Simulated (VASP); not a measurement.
# NaCl (Fm-3m) in VASP: relaxation of cell and atoms with LDA

Aim: the relaxation of cell and atoms of NaCl with LDA.

Program: VASP 6.6.1. These are calculated values, not measurements. Logs are shortened: lines on timing, memory, paths and dates and some standing lists are left out, and cuts for length are marked.

### Step 1. The cell of the first run

The structure is cubic, space group Fm-3m (No. 225). The conventional cell has a = 5.620 Å, b = 5.620 Å, c = 5.620 Å, α = 90.00°, β = 90.00°, γ = 90.00°. Within 3.7 Å of Na (site symmetry m-3m) lie 6 Cl at 2.81 Å. Within 3.7 Å of Cl (site symmetry m-3m) lie 6 Na at 2.81 Å.

### Step 2. Relaxation of cell and atoms, LDA, target pressure 6.66 GPa, at which the enthalpy is minimised

File INCAR:

```
SYSTEM = NaCl
ALGO = Normal
EDIFF = 1E-7
EDIFFG = -0.002
ENCUT = 600
IBRION = 2
ISIF = 3
ISMEAR = 0
LASPH = .True.
LCHARG = .False.
LREAL = .False.
LWAVE = .False.
NELM = 60
NSW = 100
PREC = Accurate
PSTRESS = 66.6
SIGMA = 0.02
```

File KPOINTS:

```
k-points
0
Gamma
  8 8 8
  0 0 0
```

File POSCAR:

```
NaCl
1.0
    0.0000000000      2.8100000000      2.8100000000
    2.8100000000      0.0000000000      2.8100000000
    2.8100000000      2.8100000000      0.0000000000
Na Cl
1 1
Direct
    0.0000000000      0.0000000000      0.0000000000
    0.5000000000      0.5000000000      0.5000000000
```

Potentials or basis: VASP PAW LDA potentials, release 64 (Na_pv, Cl).

Launch:

```sh
cat potpaw_LDA.64/Na_pv/POTCAR potpaw_LDA.64/Cl/POTCAR > POTCAR
mpirun -np 1 vasp_std > vasp.out
```

OUTCAR:

```text
SYSTEM = NaCl
   EDIFF = 1E-7
   EDIFFG = -0.002
   ENCUT = 600
   IBRION = 2
   ISIF = 3
   ISMEAR = 0
   LASPH = .True.
   LREAL = .False.
   NELM = 60
   NSW = 100
   PREC = Accurate
   PSTRESS = 66.6

 ion  position               nearest neighbor table
   1  0.000  0.000  0.000-
   2  0.500  0.500  0.500-

  LATTYP: Found a face centered cubic cell.
 ALAT       =     5.6200000000

  Lattice vectors:

 A1 = (   0.0000000000,   2.8100000000,   2.8100000000)
 A2 = (   2.8100000000,   0.0000000000,   2.8100000000)
 A3 = (   2.8100000000,   2.8100000000,   0.0000000000)

Analysis of symmetry for initial positions (statically):
=====================================================================
 Subroutine PRICEL returns:
 Original cell was already a primitive cell.

 Routine SETGRP: Setting up the symmetry group for a
 face centered cubic supercell.

 Subroutine GETGRP returns: Found 48 space group operations
 (whereof 48 operations were pure point group operations)
 out of a pool of 48 trial point group operations.

The static configuration has the point symmetry O_h .

Analysis of symmetry for dynamics (positions and initial velocities):
=====================================================================
 Subroutine PRICEL returns:
 Original cell was already a primitive cell.

 Routine SETGRP: Setting up the symmetry group for a
 face centered cubic supercell.

 Subroutine GETGRP returns: Found 48 space group operations
 (whereof 48 operations were pure point group operations)
 out of a pool of 48 trial point group operations.

The dynamic configuration has the point symmetry O_h .

 Subroutine INISYM returns: Found 48 space group operations
 (whereof 48 operations are pure point group operations),
 and found     1 'primitive' translations

----------------------------------------------------------------------------------------

                                     Primitive cell

  volume of cell :      44.3761

  direct lattice vectors                    reciprocal lattice vectors
     0.000000000  2.810000000  2.810000000    -0.177935943  0.177935943  0.177935943
     2.810000000  0.000000000  2.810000000     0.177935943 -0.177935943  0.177935943
     2.810000000  2.810000000  0.000000000     0.177935943  0.177935943 -0.177935943

  length of vectors
     3.973940110  3.973940110  3.973940110     0.308194094  0.308194094  0.308194094

  position of ions in fractional coordinates (direct lattice)
     0.000000000  0.000000000  0.000000000
     0.500000000  0.500000000  0.500000000

  ion indices of the primitive-cell ions
   primitive index   ion index
                 1           1
                 2           2

----------------------------------------------------------------------------------------

 KPOINTS: k-points

Automatic generation of k-mesh.
 Grid dimensions read from file:
 generate k-points for:    8    8    8

 Generating k-lattice:

  Cartesian coordinates                     Fractional coordinates (reciprocal lattice)
    -0.022241993  0.022241993  0.022241993     0.125000000  0.000000000  0.000000000
     0.022241993 -0.022241993  0.022241993     0.000000000  0.125000000  0.000000000
     0.022241993  0.022241993 -0.022241993     0.000000000  0.000000000  0.125000000

  Length of vectors
     0.038524262  0.038524262  0.038524262

  Shift w.r.t. Gamma in fractional coordinates (k-lattice)
     0.000000000  0.000000000  0.000000000

 Subroutine IBZKPT returns following result:
 ===========================================

 Found     29 irreducible k-points:

 Following reciprocal coordinates:
            Coordinates               Weight
  0.000000  0.000000  0.000000      1.000000
  0.125000  0.000000  0.000000      8.000000
  0.250000  0.000000  0.000000      8.000000
  0.375000  0.000000  0.000000      8.000000
  0.500000  0.000000  0.000000      4.000000
  0.125000  0.125000  0.000000      6.000000
[... 16 lines left out ...]
  0.500000  0.250000  0.125000     48.000000
 -0.375000  0.250000  0.125000     24.000000
 [... further k-points ...]
   k-points           NKPTS =     29   k-points in BZ     NKDIM =     29   number of bands    NBANDS=     11
   number of dos      NEDOS =    301   number of ions     NIONS =      2
   total plane-waves  NPLWV =  32768
   dimension x,y,z NGX =    32 NGY =   32 NGZ =   32
   dimension x,y,z NGXF=    64 NGYF=   64 NGZF=   64
   ions per type =               1   1
   NGX,Y,Z   is equivalent  to a cutoff of  13.39, 13.39, 13.39 a.u.
   NGXF,Y,Z  is equivalent  to a cutoff of  26.77, 26.77, 26.77 a.u.
 SYSTEM =  NaCl
   PREC   = accura    normal or accurate (medium, high low for compatibility)
   ISTART =      0    job   : 0-new  1-cont  2-samecut
   ICHARG =      2    charge: 1-file 2-atom 10-const
   ISPIN  =      1    spin polarized calculation?
   LNONCOLLINEAR =      F non collinear calculations
   LSORBIT =      F    spin-orbit coupling
   LASPH  =      T    aspherical Exc in radial PAW
   ENCUT  =  600.0 eV  44.10 Ry    6.64 a.u.   7.94  7.94  7.94*2*pi/ulx,y,z
   NELM   =     60;   NELMIN=  2; NELMDL= -5     # of ELM steps
   EDIFF  = 0.1E-06   stopping-criterion for ELM
   LREAL  =      F    real-space projection
   EDIFFG = -.2E-02   stopping-criterion for IOM
   NSW    =    100    number of steps for IOM
   IBRION =      2    ionic relax: 0-MD 1-quasi-New 2-CG
   NFREE  =      1    steps in history (QN), initial steepest desc. (CG)
   ISIF   =      3    stress and relaxation
   ISYM   =      2    0-nonsym 1-usesym 2-fastsym
   POTIM  = 0.5000    time-step for ionic-motion
   TEBEG  =    0.0;   TEEND  =   0.0 temperature during run
   PSTRESS=   66.6 pullay stress
   NELECT =      14.0000    total number of electrons
   NUPDOWN=      -1.0000    fix difference up-down
   EMIN   =  10.00;   EMAX   =-10.00  energy-range for DOS
   EFERMI =   0.00;   METHOD = LEGACY
   ISMEAR =     0;   SIGMA  =   0.02  broadening in eV -4-tet -1-fermi 0-gaus
   EFERMI_NEDOS =   21; number of points for ismear=-14 and -15
   IALGO  =     38    algorithm
   IMIX   =      4    mixing-type and parameters
     AMIX     =   0.40;   BMIX     =  1.00
     AMIX_MAG =   1.60;   BMIX_MAG =  1.00
  volume/ion in A,a.u.               =      22.19       149.73
  Fermi-wavevector in a.u.,A,eV,Ry     =   1.114469  2.106040 16.898985  1.242040
  Thomas-Fermi vector in A             =   2.251064
   LORBIT       =      0    0 simple, 1 ext, 2 COOP (PROOUT), +10 PAW based schemes
   GGA     = CA    functional components
   LHFCALC =     F    Hartree Fock is set to
   AEXX    =    0.0000 exact exchange contribution
   IVDW    =     0    specifies the selected vdW correction
   LEPSILON=     F    determine dielectric tensor
   LRPA    =     F    only Hartree local field effects (RPA)
 conjugate gradient relaxation of ions
 non-spin polarized calculation
 Gauss-broadening in eV      SIGMA  =   0.02
  energy-cutoff  :      600.00
  volume of cell :       44.38
 maximum number of plane-waves:      1494
   NGX = 15   NGY = 15   NGZ = 15

--------------------------------------- Ionic step        1  -------------------------------------------

 number of electron      14.0000000 magnetization

 Free energy of the ion-electron system (eV)
  ---------------------------------------------------
  ext. energy  EPLUGINS =         0.00000000
  ---------------------------------------------------
  free energy    TOTEN  =        -7.36326496 eV

  energy without entropy =       -7.36326496  energy(sigma->0) =       -7.36326496

 E-fermi :  -0.6997     XC(G=0):  -8.7669

 val. band max:       -0.8879946918   @ k =   0.0000   0.0000   0.0000
 cond. band min:       3.8507166966   @ k =   0.0000   0.0000   0.0000
 fundamental gap:      4.7387113884
 Fermi energy:        -0.6996771891

 k-point     1 :       0.0000    0.0000    0.0000
  band No.  band energies     occupation
      1     -21.6448      2.00000
      2     -21.6448      2.00000
      3     -21.6448      2.00000
      4     -13.4961      2.00000
      5      -0.8880      2.00000
      6      -0.8880      2.00000
      7      -0.8880      2.00000
      8       3.8507      0.00000
      9       9.9688      0.00000
     10       9.9688      0.00000
     11       9.9688      0.00000
[... 848 lines left out ...]
  FREE ENERGIE OF THE ION-ELECTRON SYSTEM (eV)
  ---------------------------------------------------
  free  energy   TOTEN  =        -7.2897298709 eV

  energy  without entropy=       -7.2897298709  energy(sigma->0) =       -7.28972987

  enthalpy is  TOTEN    =        -5.8233064245 eV   P V=        1.4664234464

--------------------------------------- Ionic step        6  -------------------------------------------

 number of electron      14.0000004 magnetization

 Free energy of the ion-electron system (eV)
  ---------------------------------------------------
  ext. energy  EPLUGINS =         0.00000000
  ---------------------------------------------------
  free energy    TOTEN  =        -7.28933388 eV

  energy without entropy =       -7.28933388  energy(sigma->0) =       -7.28933388

 E-fermi :   0.8598     XC(G=0):  -9.8030

 val. band max:        0.7165552289   @ k =   0.0000   0.0000   0.0000
 cond. band min:       6.5060401793   @ k =   0.0000   0.0000   0.0000
 fundamental gap:      5.7894849504
 Fermi energy:         0.8598126361

 k-point     1 :       0.0000    0.0000    0.0000
  band No.  band energies     occupation
      1     -19.7719      2.00000
      2     -19.7719      2.00000
      3     -19.7719      2.00000
      4     -12.5698      2.00000
      5       0.7166      2.00000
      6       0.7166      2.00000
      7       0.7166      2.00000
      8       6.5060      0.00000
      9      11.7063      0.00000
     10      11.7063      0.00000
     11      11.7063      0.00000
[... 344 lines left out ...]
 POSITION                                       TOTAL-FORCE (eV/Angst)
 -----------------------------------------------------------------------------------
      2.60285      5.20570      2.60285         0.000000      0.000000     -0.000000
      2.60285      2.60285      2.60285        -0.000000     -0.000000      0.000000
 -----------------------------------------------------------------------------------
    total drift:                               -0.000000     -0.000000      0.000000

  FREE ENERGIE OF THE ION-ELECTRON SYSTEM (eV)
  ---------------------------------------------------
  free  energy   TOTEN  =        -7.2893338780 eV

  energy  without entropy=       -7.2893338780  energy(sigma->0) =       -7.28933388

  enthalpy is  TOTEN    =        -5.8233067111 eV   P V=        1.4660271669

 reached required accuracy - stopping structural energy minimisation
```

Run time: 36 s. Hardware: 1 thread of Intel Xeon Platinum 8259CL at 2.50GHz (Skylake/Cascade Lake), shared host; peak memory 0.16 GiB.

Results:

| Item | Value |
| --- | --- |
| Free energy | -7.2893 eV |
| Relaxed volume | 17.63 Å³/atom |
| Relaxed cell | a = 3.681 Å, b = 3.681 Å, c = 3.681 Å, α = 60.00°, β = 60.00°, γ = 60.00° |
| Space group after relaxing (to 0.1 Å) | Fm-3m (No. 225) |
| Energy change on relaxing (the run minimises the enthalpy) | +37.0 meV/atom |
| Ionic steps | 6 |
| Pressure after relaxing | 6.7 GPa |
| Band gap on the k mesh | 5.79 eV |

The path:
| step | energy change (eV) | largest force (eV/Å) | pressure (GPa) | volume (Å³) |
| --- | --- | --- | --- | --- |
| 1 | 0.0000 | 0.0000 | -2.20 | 44.38 |
| 2 | 0.0181 | 0.0000 | 4.07 | 36.95 |
| 3 | 0.0682 | 0.0000 | 6.42 | 35.41 |
| 4 | 0.0750 | 0.0000 | 6.72 | 35.24 |
| 5 | 0.0735 | 0.0000 | 6.64 | 35.28 |
| 6 | 0.0739 | 0.0000 | 6.66 | 35.27 |

Final structure:
```yaml
crystal:
  lattice:
    - [0.00000, 2.60285, 2.60285]
    - [2.60285, 0.00000, 2.60285]
    - [2.60285, 2.60285, 0.00000]
  atoms:
    - { symbol: Na, position: [0.00000, 0.00000, 0.00000] }
    - { symbol: Cl, position: [0.50000, 0.50000, 0.50000] }
```

Levels at points of the mesh, in eV from the valence-band top:
```tsv
k point	band 4	band 5	band 6	band 7	band 8	band 9	band 10	band 11
(0.00, 0.00, 0.00)	-13.29	0.00	0.00	0.00	5.79	10.99	10.99	10.99
(0.50, 0.00, 0.00)	-12.57	-2.89	-0.45	-0.45	7.28	11.21	11.21	12.35
(0.50, 0.50, 0.00)	-12.53	-2.49	-0.90	-0.90	7.39	7.84	12.79	15.98
```

Caveat: the cell is relaxed towards a set pressure, so the run minimises the enthalpy, not the energy; the volume moved by over 15 % at a fixed basis, so the end points are rough. LDA usually gives volumes a few per cent too small.
